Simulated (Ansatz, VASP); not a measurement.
# LiF: VASP beside Ansatz

```
Li F
1.0
     2.55526    0.00000    0.00000
     0.00000    2.55526    0.00000
     0.00000    0.00000    2.51626
Li F
1 1
Direct
  0.00000 0.00000 0.00000
  0.50000 0.50000 0.50000
```

Change from the starting cell: biaxial_xy strain +1.6%.

Alike in both runs: task single point; functional r2SCAN; k mesh 10 × 10 × 10; no spin polarisation.

|  | VASP | Ansatz |
| --- | --- | --- |
| version | VASP 6.6.1 | Ansatz 0.2.0 |
| potentials or method | VASP PAW PBE potentials, release 64 (Li_sv, F) | plane waves, PAW |
| plane-wave cutoff (eV) | 520 | 500 |
| occupations | gaussian, width 0.01 eV | fixed |
| valence electrons in the cell | 10 | 10 |

|  | VASP | Ansatz | Ansatz less VASP |
| --- | --- | --- | --- |
| gap on the k mesh at the Fermi level (eV) | 8.74 | 8.56 | -0.178 |

VASP's potentials were made for PBE, not for r2SCAN.

Noted on VASP's run: the cutoff is under 1.25 times that of the potentials, so the pressure is a little rough.
